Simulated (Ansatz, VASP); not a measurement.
## One calculation of MgO, two programs

```
CELL_PARAMETERS angstrom
0.00000 2.09087 2.09087
2.09087 0.00000 2.09087
2.09087 2.09087 0.00000
ATOMIC_POSITIONS crystal
Mg 0.00000 0.00000 0.00000
O 0.50000 0.50000 0.50000
```

Alike in both runs: task single point; functional PBE; k mesh 6 × 6 × 6; no spin polarisation.

|  | VASP | Ansatz |
| --- | --- | --- |
| version | VASP 6.6.1 | Ansatz 0.2 development build |
| potentials or method | VASP PAW PBE potentials, release 64 (Mg, O), cutoff 520 eV | all-electron full-potential LAPW, scalar-relativistic |
| occupations | gaussian, width 0.01 eV | fixed |

VASP gave:

| Property | Result |
| --- | --- |
| gap on the k mesh at the Fermi level (eV) | 4.94 |
| pressure (GPa) | 7.8 |

Problem. Which values does Ansatz return?

Solution. gap on the k mesh at the Fermi level (eV): 4.95; pressure (GPa): 8.5.

Ansatz ran all-electron here, and VASP with PAW potentials.

The k mesh is coarse, so the values compare programs but aren't converged.
